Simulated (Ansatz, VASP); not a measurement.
**EuNbTe4 in VASP and in Ansatz**

Contents of INCAR:

```
SYSTEM = EuNbTe4
  PREC = Accurate
  ENCUT = 520
  EDIFF = 1E-6
  ISMEAR = 0
  SIGMA = 0.1
  LREAL = .FALSE.
  LASPH = .TRUE.
  NELM = 150
  ALGO = Normal
  ISIF = 2
  LWAVE = .FALSE.
  LCHARG = .FALSE.
  ISPIN = 2
  MAGMOM = 7 0 0 0 0 0
  LORBIT = 11
  LMAXMIX = 6
  GGA = PE
  NBANDS = 40
```

File KPOINTS:

```
Automatic mesh
0
G
  4 4 4
  0 0 0
```

Contents of POSCAR:

```
EuNbTe4
1.0
   -3.6366825600      3.6366825600      3.0054283500
    3.6366825600     -3.6366825600      3.0054283500
    3.6366825600      3.6366825600     -3.0054283500
Eu Nb Te
1 1 4
Direct
    0.5000000000      0.5000000000      0.0000000000
    0.0000000000      0.0000000000      0.0000000000
    0.9139924900      0.4139924900      0.8279849900
    0.5860075100      0.0860075100      0.1720150100
    0.0860075100      0.9139924900      0.5000000000
    0.4139924900      0.5860075100      0.5000000000
```

Input for Ansatz:

```yaml
crystal:
  lattice:
    - [-3.63668256, 3.63668256, 3.00542835]
    - [3.63668256, -3.63668256, 3.00542835]
    - [3.63668256, 3.63668256, -3.00542835]
  atoms:
    - { symbol: Eu, position: [0.5, 0.5, 0.0], spin: 7.0 }
    - { symbol: Nb, position: [0.0, 0.0, 0.0] }
    - { symbol: Te, position: [0.91399249, 0.41399249, 0.82798499] }
    - { symbol: Te, position: [0.58600751, 0.08600751, 0.17201501] }
    - { symbol: Te, position: [0.08600751, 0.91399249, 0.5] }
    - { symbol: Te, position: [0.41399249, 0.58600751, 0.5] }
basis:
  ecutwfc: 420
kpoints:
  mp_grid: { grid: [4, 4, 4] }
hamiltonian:
  xc: pbe
scf:
  occupations: { method: gaussian, width: 0.1 }
  lower_state_search: "off"
output:
  forces: true
  stress: true
  eigenvalues: true
  populations: true
magnetization:
  spin_polarized: true
```

Change from the starting cell: species swapped into the MnCoSn4 type (I422, No. 97).

Alike in both runs: task single point; functional PBE; k mesh 4 × 4 × 4; occupations gaussian, width 0.1 eV; collinear spin.

|  | VASP | Ansatz |
| --- | --- | --- |
| version | VASP 6.6.1 | Ansatz 0.2.0 |
| potentials or method | VASP PAW PBE potentials, release 64 (Eu, Nb_sv, Te), cutoff 520 eV | scalar-relativistic, plane waves, PAW |
| valence electrons in the cell | 54 | 94 |

VASP gave:

* gap on the k mesh at the Fermi level (eV): none
* pressure (GPa): 0.8
* traceless stress, the component that is largest in VASP (GPa): 5.69
* rms of the force components (eV/Å): 0.181
* net moment per atom (μB): 1.01
* size of the moment on the site where the two differ most (μB): 6.34

Task: Estimate Ansatz's values.

Result: gap on the k mesh at the Fermi level (eV): none; pressure (GPa): 0.8; traceless stress, the component that is largest in VASP (GPa): 5.66; rms of the force components (eV/Å): 0.179; net moment per atom (μB): 1.01; size of the moment on the site where the two differ most (μB): 6.48.

Site moments also hang on the region over which each program counts them. Atom by atom the forces differ by 0.002 eV/Å (rms over components). A gap of «none» marks a metal or a gap that the smearing closes. The functional is the same, so the differences come from potentials, cutoffs and numerics. VASP's potentials hold 54 valence electrons a cell and Ansatz's 94, so a difference there can come from the potentials and not from the codes.

Neither program's run includes spin-orbit coupling.
